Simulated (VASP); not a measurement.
Set up this calculation in VASP 6.6.1, as the native input.

| Quantity | Value |
| --- | --- |
| Task | density of states |
| Functional | PBE |
| Potentials or basis | VASP PAW PBE potentials, release 64 (Na_pv) |
| Cutoff | 520 eV |
| k mesh | 13 × 13 × 12 |
| Occupations | fermi-dirac, width 0.08 eV |
| Spin | no spin polarisation |
| Dipole correction | no |
| k mesh for the DOS | 20 × 20 × 18 |
| Occupations for the DOS | tetrahedron |
| Further INCAR settings | ALGO = Normal; EDIFF = 1e-06 |

Na:

```
Na
1.0
     2.66330    0.00000    0.00000
    -1.33165    2.30649    0.00000
     0.00000    0.00000    2.50350
Na
1
Cartesian
  0.0000 0.0000 0.0000
```

This cell differs from its parent crystal: volume scaled by 0.4.

One way to write it, as run:

POSCAR

```
Na
1.0
    2.6633010907      0.0000000000      0.0000000000
   -1.3316505454      2.3064864025      0.0000000000
    0.0000000000      0.0000000000      2.5035030253
Na
1
Direct
    0.0000000000      0.0000000000      0.0000000000
```

INCAR.step1

```
ALGO = Normal ; EDIFF = 1E-6
ENCUT = 520 ; GGA = PE
ISIF = 2 ; ISMEAR = -1
LASPH = T ; LCHARG = T
LREAL = F ; LWAVE = F
NBANDS = 10 ; NELM = 80
PREC = Accurate ; SIGMA = 0.08
```

KPOINTS.step1

```
k-points
0
Gamma
  13 13 12
```

INCAR.step2

```
ALGO = Normal ; EDIFF = 1E-6
ENCUT = 520 ; GGA = PE
ICHARG = 11 ; ISIF = 2
ISMEAR = -5 ; LASPH = T
LCHARG = F ; LORBIT = 10
LREAL = F ; LWAVE = F
NEDOS = 1001 ; NELM = 80
PREC = Accurate ; SIGMA = 0.08
```

KPOINTS.step2

```
k-points
0
Gamma
  20 20 18
```

Potentials or basis: VASP PAW PBE potentials, release 64 (Na_pv).

Launch:

```bash
$ cat potpaw_PBE.64/Na_pv/POTCAR > POTCAR
$ cp INCAR.step1 INCAR
$ cp KPOINTS.step1 KPOINTS
$ mpirun -np 1 vasp_std > vasp.out
$ cp INCAR.step2 INCAR
$ cp KPOINTS.step2 KPOINTS
$ mpirun -np 1 vasp_std > vasp.out
```

It gave:

```json
{"Valence electrons inside the program's atomic spheres": "Na 6.23"}
```

Wall time 29 s on 1 thread of Intel(R) Xeon(R) Platinum 8375C CPU @ 2.90GHz (Ice Lake), on a shared host, peak memory 0.15 GiB.
